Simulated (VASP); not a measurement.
# HfAl2N3: single point with PBE

The system is HfAl2N3.

```
CELL_PARAMETERS angstrom
3.39803 0.00000 0.00000
-1.69902 2.94278 0.00000
0.00000 0.00000 16.34709
ATOMIC_POSITIONS crystal
Hf 0.66667 0.33333 0.49976
Hf 0.33333 0.66667 0.99976
Al 0.66667 0.33333 0.16643
Al 0.66667 0.33333 0.83310
Al 0.33333 0.66667 0.33310
Al 0.33333 0.66667 0.66643
N 0.66667 0.33333 0.29357
N 0.66667 0.33333 0.62690
N 0.66667 0.33333 0.96024
N 0.33333 0.66667 0.12690
N 0.33333 0.66667 0.46024
N 0.33333 0.66667 0.79357
```

```json
{"Program": "VASP 6.6.1", "Task": "single point", "Functional": "PBE", "Potentials or basis": "VASP PAW PBE potentials, release 64 (Hf_pv, Al, N)", "Cutoff": "520 eV", "k mesh": "6 × 6 × 1", "Occupations": "gaussian, width 0.1 eV", "Spin": "no spin polarisation"}
```

```
Pressure               : -11.5 GPa
Largest force          : 2.309 eV/Å
Band gap on the k mesh : zero (bands 31 and 32 overlap by 1.28 eV)
```

Forces in eV/Å, atoms in the order of the input:
```
Hf   0.000  0.000  0.179
Hf   0.000  0.000  0.179
Al   0.000  0.000  0.419
Al   0.000  0.000 -0.589
Al   0.000  0.000 -0.589
Al   0.000  0.000  0.419
N    0.000  0.000  0.372
N    0.000  0.000  1.928
N    0.000  0.000 -2.309
N    0.000  0.000  1.928
N    0.000  0.000 -2.309
N    0.000  0.000  0.372
```

Stress tensor (GPa, compression positive):
```
-12.23   0.00   0.00
  0.00 -12.23   0.00
  0.00   0.00  -9.95
```

Levels at points of the mesh, in eV from the Fermi level:
| k point | band 28 | band 29 | band 30 | band 31 | band 32 | band 33 | band 34 | band 35 |
| --- | --- | --- | --- | --- | --- | --- | --- | --- |
| (0.00, 0.00, 0.00) | -3.75 | -3.73 | -3.73 | -1.31 | -0.17 | 0.00 | 1.03 | 2.06 |
| (0.50, 0.00, 0.00) | -4.33 | -4.22 | -4.08 | -0.33 | 0.10 | 0.57 | 0.91 | 1.14 |

It took 84 s on 1 thread of AMD EPYC 7R13 Processor (Zen 3) (shared host), peak memory 0.28 GiB.

Caveat: the k points lie up to 0.38 Å⁻¹ apart, too coarse for converged energies and pressures of a metal; spin-orbit coupling is left out, which moves the levels of the heavy elements; forces of over 1 eV/Å act on the atoms, so gaps and moduli don't describe the material at rest.
